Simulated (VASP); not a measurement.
SrO:

```
Sr O
1.0
    -2.93436   -0.07008   -2.77333
    -3.03707   -5.69354    2.73587
    -2.79280    5.58944    2.77194
Sr O
4 4
Direct
  0.98478 0.75706 0.26382
  0.49270 0.25779 0.25485
  0.49264 0.73740 0.74782
  0.01310 0.25968 0.74325
  0.51099 0.87064 0.12288
  0.00539 0.37809 0.12491
  0.00326 0.86567 0.62043
  0.49714 0.37366 0.62205
```

| Item | Value |
| --- | --- |
| Program | VASP 6.6.1 |
| Task | relaxation of cell and atoms |
| Functional | PBE |
| Potentials or basis | VASP PAW PBE potentials, release 64 (Sr_sv, O) |
| Cutoff | 600 eV |
| k mesh | 4 × 2 × 2 |
| Occupations | gaussian, width 0.1 eV |
| Spin | no spin polarisation |

At the start: pressure -0.8 GPa; volume 22.79 Å³/atom.

Where does the relaxation end?

Over 13 steps the energy falls by 37.0 meV/atom and the volume is 22.23 Å³/atom (-2.5 %); space group P1 (No. 1, to 0.1 Å) before, F-43m (No. 216, to 0.1 Å).

Step by step:
| step | energy change (eV) | largest force (eV/Å) | pressure (GPa) | volume (Å³) |
| --- | --- | --- | --- | --- |
| 1 | 0.0000 | 1.0840 | -0.77 | 182.31 |
| 2 | -0.2292 | 0.5808 | -0.45 | 179.40 |
| 3 | -0.2682 | 0.3626 | 0.08 | 177.59 |
| 4 | -0.2849 | 0.1279 | 0.03 | 177.64 |
| 5 | -0.2876 | 0.1109 | 0.03 | 177.67 |
| 6 | -0.2905 | 0.0416 | -0.01 | 177.78 |
| 7 | -0.2916 | 0.0725 | -0.04 | 177.91 |
| 8 | -0.2935 | 0.0475 | 0.02 | 177.78 |
| 9 | -0.2942 | 0.1078 | 0.19 | 177.35 |
| 10 | -0.2948 | 0.0801 | 0.12 | 177.52 |
| 11 | -0.2959 | 0.0403 | -0.04 | 178.02 |
| 12 | -0.2960 | 0.0356 | -0.08 | 178.13 |
| 13 | -0.2962 | 0.0165 | 0.03 | 177.82 |

Final structure:
```
Sr O
1.0
    -2.80561    0.00051   -2.80511
    -2.81414   -5.64041    2.81157
    -2.80552    5.63853    2.80814
Sr O
4 4
Direct
  0.99792 0.75069 0.25114
  0.50038 0.25075 0.24885
  0.49957 0.74912 0.75138
  0.00178 0.24879 0.74883
  0.49797 0.87633 0.12640
  0.00071 0.37607 0.12351
  0.99978 0.87393 0.62608
  0.50188 0.37433 0.62380
```

Caveat: the k points lie up to 0.48 Å⁻¹ apart in the final cell.
